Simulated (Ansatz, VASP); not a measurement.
## One calculation of Tl, two programs

```xyz
1
Lattice="0.0000 2.5466 2.5466 2.5466 0.0000 2.5466 2.5466 2.5466 0.0000" Properties=species:S:1:pos:R:3 pbc="T T T"
Tl    0.0000    0.0000    0.0000
```

Change from the starting cell: volume scaled by 1.06, PAW files.

Alike in both runs: task electric field gradients; functional PBE; k mesh 14 × 14 × 14; occupations fermi-dirac, width 0.08 eV; no spin polarisation.

|  | VASP | Ansatz |
| --- | --- | --- |
| version | VASP 6.6.1 | Ansatz 0.2.0 |
| potentials or method | VASP PAW PBE potentials, release 64 (Tl_d) | PAW with Ansatz's default frozen-core files, scalar-relativistic |
| plane-wave cutoff (eV) | 520 | 420 |
| valence electrons in the cell | 13 | 13 |

```csv
,VASP,Ansatz,Ansatz less VASP
pressure (GPa),-1.4,-1.3,+0.05
```

The functional is the same, so the differences come from potentials, cutoffs and numerics.

Neither program's run includes spin-orbit coupling.
